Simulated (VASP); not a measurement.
# PbS (Fm-3m) in VASP: further runs

The runs below take PbS through single point, with LDA, PBE, PBEsol.

All numbers are computed with VASP 6.6.1; they aren't measurements. Logs are shortened: lines on timing, memory, paths and dates and some standing lists are left out, and cuts for length are marked.

**1. The cell of the first run**

Symmetry: Fm-3m, No. 225, cubic system. Conventional cell: a = 6.008 Å, b = 6.008 Å, c = 6.008 Å, α = 90.00°, β = 90.00°, γ = 90.00°. Within 4.0 Å of Pb (site symmetry m-3m) lie 6 S at 3.00 Å. Within 4.0 Å of S (site symmetry m-3m) lie 6 Pb at 3.00 Å.

**2. Single point, LDA**

INCAR

```
SYSTEM = PbS
ALGO = Normal
EDIFF = 1E-7
ENCUT = 520
ISIF = 2
ISMEAR = -1
LASPH = .TRUE.
LCHARG = .FALSE.
LREAL = .FALSE.
LWAVE = .FALSE.
NBANDS = 17
NELM = 80
PREC = Accurate
SIGMA = 0.06
```

KPOINTS

```
k-points
0
G
  8 8 8
  0 0 0
```

POSCAR

```
PbS
1.0
    0.0000000000      3.0040175000      3.0040175000
    3.0040175000      0.0000000000      3.0040175000
    3.0040175000      3.0040175000      0.0000000000
Pb S
1 1
Direct
    0.0000000000      0.0000000000      0.0000000000
    0.5000000000      0.5000000000      0.5000000000
```

Potentials or basis: VASP PAW LDA potentials, release 64 (Pb_d, S).

Command:

```bash
> cat potpaw_LDA.64/Pb_d/POTCAR potpaw_LDA.64/S/POTCAR > POTCAR
> mpirun -np 1 vasp_std > vasp.out
```

OUTCAR:

```text
SYSTEM = PbS
   EDIFF = 1E-7
   ENCUT = 520
   ISIF = 2
   ISMEAR = -1
   LASPH = .TRUE.
   LREAL = .FALSE.
   NELM = 80
   PREC = Accurate

 ion  position               nearest neighbor table
   1  0.000  0.000  0.000-   2 3.00   2 3.00   2 3.00   2 3.00   2 3.00   2 3.00
   2  0.500  0.500  0.500-   1 3.00   1 3.00   1 3.00   1 3.00   1 3.00   1 3.00

  LATTYP: Found a face centered cubic cell.
 ALAT       =     6.0080350000

  Lattice vectors:

 A1 = (   0.0000000000,   3.0040175000,   3.0040175000)
 A2 = (   3.0040175000,   0.0000000000,   3.0040175000)
 A3 = (   3.0040175000,   3.0040175000,   0.0000000000)

Analysis of symmetry for initial positions (statically):
=====================================================================
 Subroutine PRICEL returns:
 Original cell was already a primitive cell.

 Routine SETGRP: Setting up the symmetry group for a
 face centered cubic supercell.

 Subroutine GETGRP returns: Found 48 space group operations
 (whereof 48 operations were pure point group operations)
 out of a pool of 48 trial point group operations.

The static configuration has the point symmetry O_h .

Analysis of symmetry for dynamics (positions and initial velocities):
=====================================================================
 Subroutine PRICEL returns:
 Original cell was already a primitive cell.

 Routine SETGRP: Setting up the symmetry group for a
 face centered cubic supercell.

 Subroutine GETGRP returns: Found 48 space group operations
 (whereof 48 operations were pure point group operations)
 out of a pool of 48 trial point group operations.

The dynamic configuration has the point symmetry O_h .

 Subroutine INISYM returns: Found 48 space group operations
 (whereof 48 operations are pure point group operations),
 and found     1 'primitive' translations

----------------------------------------------------------------------------------------

                                     Primitive cell

  volume of cell :      54.2172

  direct lattice vectors                    reciprocal lattice vectors
     0.000000000  3.004017500  3.004017500    -0.166443771  0.166443771  0.166443771
     3.004017500  0.000000000  3.004017500     0.166443771 -0.166443771  0.166443771
     3.004017500  3.004017500  0.000000000     0.166443771  0.166443771 -0.166443771

  length of vectors
     4.248322290  4.248322290  4.248322290     0.288289067  0.288289067  0.288289067

  position of ions in fractional coordinates (direct lattice)
     0.000000000  0.000000000  0.000000000
     0.500000000  0.500000000  0.500000000

  ion indices of the primitive-cell ions
   primitive index   ion index
                 1           1
                 2           2

----------------------------------------------------------------------------------------

 KPOINTS: k-points

Automatic generation of k-mesh.
 Grid dimensions read from file:
 generate k-points for:    8    8    8

 Generating k-lattice:

  Cartesian coordinates                     Fractional coordinates (reciprocal lattice)
    -0.020805471  0.020805471  0.020805471     0.125000000  0.000000000  0.000000000
     0.020805471 -0.020805471  0.020805471     0.000000000  0.125000000  0.000000000
     0.020805471  0.020805471 -0.020805471     0.000000000  0.000000000  0.125000000

  Length of vectors
     0.036036133  0.036036133  0.036036133

  Shift w.r.t. Gamma in fractional coordinates (k-lattice)
     0.000000000  0.000000000  0.000000000

 Subroutine IBZKPT returns following result:
 ===========================================

 Found     29 irreducible k-points:

 Following reciprocal coordinates:
            Coordinates               Weight
  0.000000  0.000000  0.000000      1.000000
  0.125000  0.000000  0.000000      8.000000
  0.250000  0.000000  0.000000      8.000000
  0.375000  0.000000  0.000000      8.000000
  0.500000  0.000000  0.000000      4.000000
  0.125000  0.125000  0.000000      6.000000
[... 16 lines left out ...]
  0.500000  0.250000  0.125000     48.000000
 -0.375000  0.250000  0.125000     24.000000
 [... further k-points ...]
   k-points           NKPTS =     29   k-points in BZ     NKDIM =     29   number of bands    NBANDS=     17
   number of dos      NEDOS =    301   number of ions     NIONS =      2
   total plane-waves  NPLWV =  32768
   dimension x,y,z NGX =    32 NGY =   32 NGZ =   32
   dimension x,y,z NGXF=    64 NGYF=   64 NGZF=   64
   ions per type =               1   1
   NGX,Y,Z   is equivalent  to a cutoff of  12.52, 12.52, 12.52 a.u.
   NGXF,Y,Z  is equivalent  to a cutoff of  25.04, 25.04, 25.04 a.u.
 SYSTEM =  PbS
   PREC   = accura    normal or accurate (medium, high low for compatibility)
   ISTART =      0    job   : 0-new  1-cont  2-samecut
   ICHARG =      2    charge: 1-file 2-atom 10-const
   ISPIN  =      1    spin polarized calculation?
   LNONCOLLINEAR =      F non collinear calculations
   LSORBIT =      F    spin-orbit coupling
   LASPH  =      T    aspherical Exc in radial PAW
   ENCUT  =  520.0 eV  38.22 Ry    6.18 a.u.   7.90  7.90  7.90*2*pi/ulx,y,z
   NELM   =     80;   NELMIN=  2; NELMDL= -5     # of ELM steps
   EDIFF  = 0.1E-06   stopping-criterion for ELM
   LREAL  =      F    real-space projection
   EDIFFG = 0.1E-05   stopping-criterion for IOM
   NSW    =      0    number of steps for IOM
   IBRION =     -1    ionic relax: 0-MD 1-quasi-New 2-CG
   NFREE  =      0    steps in history (QN), initial steepest desc. (CG)
   ISIF   =      2    stress and relaxation
   ISYM   =      2    0-nonsym 1-usesym 2-fastsym
   POTIM  = 0.5000    time-step for ionic-motion
   TEBEG  =    0.0;   TEEND  =   0.0 temperature during run
   PSTRESS=    0.0 pullay stress
   NELECT =      20.0000    total number of electrons
   NUPDOWN=      -1.0000    fix difference up-down
   EMIN   =  10.00;   EMAX   =-10.00  energy-range for DOS
   EFERMI =   0.00;   METHOD = LEGACY
   ISMEAR =    -1;   SIGMA  =   0.06  broadening in eV -4-tet -1-fermi 0-gaus
   EFERMI_NEDOS =   21; number of points for ismear=-14 and -15
   IALGO  =     38    algorithm
   IMIX   =      4    mixing-type and parameters
     AMIX     =   0.40;   BMIX     =  1.00
     AMIX_MAG =   1.60;   BMIX_MAG =  1.00
  volume/ion in A,a.u.               =      27.11       182.94
  Fermi-wavevector in a.u.,A,eV,Ry     =   1.174102  2.218730 18.755832  1.378515
  Thomas-Fermi vector in A             =   2.310504
   LORBIT       =      0    0 simple, 1 ext, 2 COOP (PROOUT), +10 PAW based schemes
   GGA     = CA    functional components
   LHFCALC =     F    Hartree Fock is set to
   AEXX    =    0.0000 exact exchange contribution
   IVDW    =     0    specifies the selected vdW correction
   LEPSILON=     F    determine dielectric tensor
   LRPA    =     F    only Hartree local field effects (RPA)
 non-spin polarized calculation
  energy-cutoff  :      520.00
  volume of cell :       54.22
 maximum number of plane-waves:      1476
   NGX = 15   NGY = 15   NGZ = 15

 number of electron      20.0000003 magnetization

 Free energy of the ion-electron system (eV)
  ---------------------------------------------------
  ext. energy  EPLUGINS =         0.00000000
  ---------------------------------------------------
  free energy    TOTEN  =        -9.93815617 eV

  energy without entropy =       -9.93774642  energy(sigma->0) =       -9.93795130

 E-fermi :   5.2275     XC(G=0):  -9.8549

 val. band max:        5.0586684715   @ k =   0.5000   0.0000   0.0000
 cond. band min:       5.3962441301   @ k =   0.5000   0.0000   0.0000
 fundamental gap:      0.3375756586
 Fermi energy:         5.2275272569

 k-point     1 :       0.0000    0.0000    0.0000
  band No.  band energies     occupation
      1     -11.6180      2.00000
      2     -11.6180      2.00000
      3     -11.6180      2.00000
      4     -11.6079      2.00000
      5     -11.6079      2.00000
      6      -8.1356      2.00000
[... 9 lines left out ...]
     16      11.8308      0.00000
     17      13.6358      0.00000

 k-point     2 :       0.1250    0.0000    0.0000
  band No.  band energies     occupation
      1     -11.6173      2.00000
      2     -11.6162      2.00000
      3     -11.6162      2.00000
      4     -11.6076      2.00000
      5     -11.6076      2.00000
      6      -8.0074      2.00000
[... 9 lines left out ...]
     16      12.1851      0.00000
     17      14.7777      0.00000

 k-point     3 :       0.2500    0.0000    0.0000
  band No.  band energies     occupation
      1     -11.6232      2.00000
      2     -11.6232      2.00000
      3     -11.6159      2.00000
      4     -11.5954      2.00000
      5     -11.5954      2.00000
      6      -7.6516      2.00000
[... 9 lines left out ...]
     16      13.0269      0.00000
     17      16.6351      0.00000

 k-point     4 :       0.3750    0.0000    0.0000
  band No.  band energies     occupation
      1     -11.6321      2.00000
      2     -11.6321      2.00000
      3     -11.6149      2.00000
      4     -11.5814      2.00000
      5     -11.5814      2.00000
      6      -7.1899      2.00000
[... 9 lines left out ...]
     16      14.2517      0.00000
     17      16.5877      0.00000

 k-point     5 :       0.5000    0.0000    0.0000
  band No.  band energies     occupation
      1     -11.6358      2.00000
      2     -11.6358      2.00000
      3     -11.6146      2.00000
      4     -11.5755      2.00000
      5     -11.5755      2.00000
      6      -6.9410      2.00000
[... 9 lines left out ...]
     16      15.2387      0.00000
     17      15.4556      0.00000

 k-point     6 :       0.1250    0.1250    0.0000
  band No.  band energies     occupation
      1     -11.6213      2.00000
      2     -11.6181      2.00000
      3     -11.6104      2.00000
      4     -11.6104      2.00000
      5     -11.6045      2.00000
      6      -7.9632      2.00000
[... 9 lines left out ...]
     16      12.8976      0.00000
     17      14.3036      0.00000

 k-point     7 :       0.2500    0.1250    0.0000
  band No.  band energies     occupation
      1     -11.6316      2.00000
      2     -11.6211      2.00000
      3     -11.6117      2.00000
      4     -11.6013      2.00000
      5     -11.5932      2.00000
      6      -7.6794      2.00000
[... 9 lines left out ...]
     16      13.7278      0.00000
     17      15.5340      0.00000

 k-point     8 :       0.3750    0.1250    0.0000
  band No.  band energies     occupation
      1     -11.6434      2.00000
      2     -11.6202      2.00000
      3     -11.6161      2.00000
      4     -11.5916      2.00000
      5     -11.5794      2.00000
      6      -7.2430      2.00000
[... 9 lines left out ...]
     16      14.8088      0.00000
     17      16.5542      0.00000
[... 203 lines left out ...]
      1     -11.7187      2.00000
      2     -11.6343      2.00000
      3     -11.5909      2.00000
      4     -11.5699      2.00000
      5     -11.5670      2.00000
      6      -6.6322      2.00000
[... 9 lines left out ...]
     16      16.6552      0.00000
     17      16.7345      0.00000

 k-point    20 :      -0.3750    0.3750    0.0000
  band No.  band energies     occupation
      1     -11.7015      2.00000
      2     -11.6206      2.00000
      3     -11.6009      2.00000
      4     -11.5790      2.00000
      5     -11.5711      2.00000
      6      -6.5660      2.00000
[... 9 lines left out ...]
     16      15.8035      0.00000
     17      17.5236      0.00000

 k-point    21 :       0.5000    0.5000    0.0000
  band No.  band energies     occupation
      1     -11.7346      2.00000
      2     -11.6405      2.00000
      3     -11.5848      2.00000
      4     -11.5638      2.00000
      5     -11.5638      2.00000
      6      -6.5687      2.00000
[... 9 lines left out ...]
     16      17.1032      0.00000
     17      17.3964      0.00000

 k-point    22 :       0.3750    0.2500    0.1250
  band No.  band energies     occupation
      1     -11.6477      2.00000
      2     -11.6211      2.00000
      3     -11.6118      2.00000
      4     -11.5922      2.00000
      5     -11.5851      2.00000
      6      -7.3498      2.00000
[... 9 lines left out ...]
     16      14.8153      0.00000
     17      15.2155      0.00000

 k-point    23 :       0.5000    0.2500    0.1250
  band No.  band energies     occupation
      1     -11.6601      2.00000
      2     -11.6183      2.00000
      3     -11.6121      2.00000
      4     -11.5878      2.00000
      5     -11.5783      2.00000
      6      -6.9440      2.00000
[... 9 lines left out ...]
     16      15.2507      0.00000
     17      16.2255      0.00000

 k-point    24 :      -0.3750    0.2500    0.1250
  band No.  band energies     occupation
      1     -11.6647      2.00000
      2     -11.6212      2.00000
      3     -11.6041      2.00000
      4     -11.5921      2.00000
      5     -11.5739      2.00000
      6      -6.7391      2.00000
[... 9 lines left out ...]
     16      15.9680      0.00000
     17      16.0936      0.00000

 [... further k-points ...]
[... 5 lines left out ...]
  --------------------------------------------------------------------------------------
  -------------------------------------------------------------------------------------
  Total       -1.5052801     -1.5052801     -1.5052801      0.0000000      0.0000000     -0.0000000
  in kB      -44.4826364    -44.4826364    -44.4826364      0.0000000      0.0000000     -0.0000000
  external PRESSURE =     -44.4826364 kB  Pullay stress =       0.0000000 kB

 VOLUME and BASIS-vectors are now :
 -----------------------------------------------------------------------------
  energy-cutoff  :      520.00
  volume of cell :       54.22
      direct lattice vectors                 reciprocal lattice vectors
     0.000000000  3.004017500  3.004017500    -0.166443771  0.166443771  0.166443771
     3.004017500  0.000000000  3.004017500     0.166443771 -0.166443771  0.166443771
     3.004017500  3.004017500  0.000000000     0.166443771  0.166443771 -0.166443771

 POSITION                                       TOTAL-FORCE (eV/Angst)
 -----------------------------------------------------------------------------------
      0.00000      0.00000      0.00000        -0.000000     -0.000000      0.000000
      3.00402      3.00402      3.00402         0.000000      0.000000     -0.000000
 -----------------------------------------------------------------------------------
    total drift:                                0.000000     -0.000000     -0.000000

  FREE ENERGIE OF THE ION-ELECTRON SYSTEM (eV)
  ---------------------------------------------------
  free  energy   TOTEN  =        -9.9381561734 eV

  energy  without entropy=       -9.9377464234  energy(sigma->0) =       -9.93795130
```

Wall time 8 s (1 thread of Intel Xeon 6975P-C (Granite Rapids), shared host); peak memory 0.16 GiB.

Results:

```yaml
Free_energy: -9.9382 eV
Pressure: -4.4 GPa
Band_gap_on_the_k_mesh: 0.34 eV, direct
```

Caveat: spin-orbit coupling is left out, which moves the levels of the heavy elements.

[end of part 1 of 2]
